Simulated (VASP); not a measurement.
Runs of VASP 6.6.1 on WC. The structure is that of space group P-6m2 (No. 187), or close to it. The cells are those of the table. 

```tsv
task	level	potentials or basis	spin	U	cell	k mesh	cutoff (eV)	smearing	grid for exact exchange (PRECFOCK)	share of exact exchange	screening parameter	gap on the mesh (eV)	pressure (GPa)
single point	r2SCAN+rVV10	VASP PAW PBE potentials, release 64 (W_sv, C)	off	-	a = 2.906, b = 2.907, c = 2.837 Å, angles 90.0, 90.0, 120.0°, 2 atoms	10 × 10 × 9	660	methfessel-paxton 0.05 eV	-	-	-	none	1.7
relaxation of the atoms	PBE	VASP PAW PBE potentials, release 64 (W_sv, C)	off	-	atoms relaxed from a = 2.907, b = 2.932, c = 2.837 Å, angles 90.0, 90.0, 120.9°, 2 atoms	10 × 10 × 9	520	fermi-dirac 0.05 eV	-	-	-	none	6.8
single point	B3LYP	VASP PAW PBE potentials, release 64 (W_sv, C)	off	-	a = 2.964, b = 2.964, c = 2.892 Å, angles 90.0, 90.0, 120.0°, 2 atoms	5 × 5 × 5	520	fermi-dirac 0.05 eV	Normal	0.2	-	none	-12.2
single point	B3LYP	VASP PAW PBE potentials, release 64 (W_sv, C)	off	-	a = 2.945, b = 2.945, c = 2.874 Å, angles 90.0, 90.0, 120.0°, 2 atoms	5 × 5 × 5	520	fermi-dirac 0.05 eV	Normal	0.2	-	none	(b)
single point	revPBE	VASP PAW PBE potentials, release 64 (W_sv, C_h)	off	-	a = 2.926, b = 2.926, c = 2.855 Å, angles 90.0, 90.0, 120.0°, 2 atoms	10 × 10 × 9	1300	fermi-dirac 0.05 eV	-	-	-	none	1.8
single point	B3LYP	VASP PAW PBE potentials, release 64 (W_sv, C)	off	-	a = 2.926, b = 2.926, c = 2.855 Å, angles 90.0, 90.0, 120.0°, 2 atoms	5 × 5 × 5	520	fermi-dirac 0.05 eV	Normal	0.2	-	none	2.0
single point	PBEsol	VASP PAW PBE potentials, release 64 (W_sv, C_h)	off	-	a = 2.894, b = 2.894, c = 2.823 Å, angles 90.0, 90.0, 120.0°, 2 atoms	10 × 10 × 9	1300	fermi-dirac 0.05 eV	-	-	-	none	3.2
single point	r2SCAN+U	VASP PAW PBE potentials, release 64 (W_sv, C)	off	W d U = 4.0 eV	a = 2.906, b = 2.907, c = 2.837 Å, angles 90.0, 90.0, 120.0°, 2 atoms	10 × 10 × 9	660	methfessel-paxton 0.1 eV	-	-	-	none	12.3
single point	PBE	VASP PAW PBE potentials, release 64 (W_sv, C_h)	off	-	a = 2.909, b = 2.909, c = 2.836 Å, angles 90.0, 90.0, 120.0°, 2 atoms	10 × 10 × 9	910	fermi-dirac 0.05 eV	-	-	-	none	(a)
single point	HSE06	VASP PAW PBE potentials, release 64 (W_sv, C)	off	-	a = 2.867, b = 2.867, c = 2.798 Å, angles 90.0, 90.0, 120.0°, 2 atoms	6 × 6 × 6	520	fermi-dirac 0.05 eV	Normal	0.25	0.2079 1/Å	none	15.2
single point	PBEsol	VASP PAW PBE potentials, release 64 (W_sv, C)	non-collinear, zero start, SOC	-	a = 2.906, b = 2.907, c = 2.837 Å, angles 90.0, 90.0, 120.0°, 2 atoms	17 × 17 × 15	520	gaussian 0.05 eV	-	-	-	-	(c)
```

Q: Estimate the missing entries.

A: (a) 6.0; (b) -5.4; (c) -1.6.

Caveats: some runs use coarse meshes; spin-orbit coupling is left out, which moves the levels of the heavy elements (at least some runs); the PAW data sets were made with another functional, which shifts forces and pressure a little (at least some runs); the cell stands under pressure (at least some runs); U without spin polarisation on a metal has little footing (at least some runs); the U is typed as a test and isn't derived for this compound (at least some runs).

A k mesh can miss the band edges, and rows without SOC leave out spin-orbit coupling on W.

A gap of «none» marks levels without a gap at the run's occupations.
